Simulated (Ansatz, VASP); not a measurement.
## C in VASP and in Ansatz

```xyz
2
Lattice="2.5483 0.0000 0.0000 -1.2741 2.1271 0.0000 0.0000 0.0000 8.5238" Properties=species:S:1:pos:R:3 pbc="T T T"
C     0.0000    1.4181    0.0000
C     1.2741    0.7090    0.0000
```

Change from the starting cell: strain +0.0375 x Voigt [1, 0, 0, 0, 0, 0], atoms carried along.

Alike in both runs: task single point; functional PBE; dispersion D3(BJ); k mesh 24 × 24 × 6; occupations gaussian, width 0.15 eV; no spin polarisation.

|  | VASP | Ansatz |
| --- | --- | --- |
| version | VASP 6.6.1 | Ansatz 0.2.0 |
| potentials or method | VASP PAW PBE potentials, release 64 (C), cutoff 520 eV | scalar-relativistic, plane waves, PAW |
| valence electrons in the cell | 8 | 8 |

```csv
,VASP,Ansatz,Ansatz less VASP
gap on the k mesh at the Fermi level (eV),0.47,0.47,-0.001
least direct gap on the mesh (eV),0.47,0.47,-0.001
rms of the force components (eV/Å),0.182,0.177,-0.0047
```

Atom by atom the forces differ by 0.005 eV/Å (rms over components).
